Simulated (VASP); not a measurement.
Runs of VASP 6.6.1 on SnO. The structure is that of space group P4/nmm (No. 129), or close to it. The cells are those of the table. 

```csv
cell,gap on the mesh (eV),pressure (GPa),largest force (eV/Å)
"a = 4.014, b = 4.014, c = 4.339 Å, 4 atoms",(a),-2.2,0.40
"a = 3.909, b = 3.909, c = 4.575 Å, 4 atoms",0.57,-0.8,0.30
"a = 3.484, b = 3.484, c = 5.760 Å, 4 atoms",0.39,(b),2.74
"a = 4.096, b = 4.096, c = 4.168 Å, 4 atoms",1.13,-3.2,0.36
"a = 3.578, b = 3.578, c = 5.461 Å, 4 atoms",none,3.2,1.67
```

Alike in all rows: task single point; level r2SCAN; potentials or basis VASP PAW PBE potentials, release 64 (Sn_d, O); no spin polarisation; k mesh 10 × 10 × 8; cutoff (eV) 520; smearing gaussian 0.03 eV.

Q: Estimate the missing entries.

A: (a) 0.96; (b) 3.9.

Caveats: the PAW data sets were made with another functional, which shifts forces and pressure a little; spin-orbit coupling is left out, which moves the levels of the heavy elements; the cell stands under pressure (at least some runs); the cell stands under tension (at least some runs); semilocal functionals underestimate gaps, so a narrow gap can read as zero (at least some runs).

A k mesh can miss the band edges, and the runs leave out spin-orbit coupling on Sn.

A gap of «none» marks levels without a gap at the run's occupations.
